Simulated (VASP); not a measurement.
Write the native input for VASP 6.6.1 that does the following.

```yaml
Task: single point
Functional: PBEsol
Potentials_or_basis: VASP PAW PBE potentials, release 64 (Mn_pv, O)
Cutoff: 520 eV
k_mesh: 7 × 7 × 7
Occupations: gaussian, width 0.05 eV
Spin: collinear spin, ferromagnetic start
Starting_moments: "[5.0, 5.0, 0.0, 0.0] μB"
Hubbard_terms: Mn d U = 8.0 eV
Dipole_correction: no
Further_INCAR_settings: ALGO = Normal; EDIFF = 1e-06; NBANDS = 31
```

The structure of MnO lies in POSCAR:

```
MnO
1.0
    0.0000000000      2.2220003300      2.2220003300
    4.4440006600      2.2220003300      2.2220003300
    4.4440006600      4.4440006600      0.0000000000
Mn O
2 2
Direct
    0.0000000000      0.0000000000      0.0000000000
    0.0000000000      0.0000000000      0.5000000000
    0.5000000000      0.5000000000      0.0000000000
    0.5000000000      0.5000000000      0.5000000000
```

One way to write it, as run:

INCAR

```
SYSTEM = MnO
PREC = Accurate ; ENCUT = 520
EDIFF = 1E-6 ; ISMEAR = 0
SIGMA = 0.05 ; LREAL = .FALSE.
LASPH = .TRUE. ; NELM = 150
ALGO = Normal ; ISIF = 2
LWAVE = .FALSE. ; LCHARG = .TRUE.
ISPIN = 2 ; MAGMOM = 5 5 0 0
LORBIT = 11 ; LMAXMIX = 4
LDAU = .TRUE. ; LDAUTYPE = 2
LDAUL = 2 -1 ; LDAUU = 8 0
LDAUJ = 0 0 ; LDAUPRINT = 1
GGA = PS ; LELF = .TRUE.
LVHAR = .TRUE. ; NBANDS = 31
```

KPOINTS

```
regular mesh
0
G
  7 7 7
  0 0 0
```

Potentials or basis: VASP PAW PBE potentials, release 64 (Mn_pv, O).

Command:

```bash
$ cat potpaw_PBE.64/Mn_pv/POTCAR potpaw_PBE.64/O/POTCAR > POTCAR
$ mpirun -np 1 vasp_std > vasp.out
```

Results of the run:

```
Pressure                                              : 3.5 GPa
Band gap on the k mesh                                : 0.93 eV
Net moment                                            : 10.00 μB per cell
Site moments                                          : Mn +4.72; O +0.08 μB
Valence electrons inside the program's atomic spheres : Mn 11.37; O 5.00
```

Caveat: the PAW data sets were made with another functional, which shifts forces and pressure a little; only a ferromagnetic start was run, and an antiferromagnetic order may lie lower in energy.

Wall time 85 s on 1 thread of Intel(R) Xeon(R) Platinum 8559C (Emerald Rapids) (shared host), peak memory 0.28 GiB.
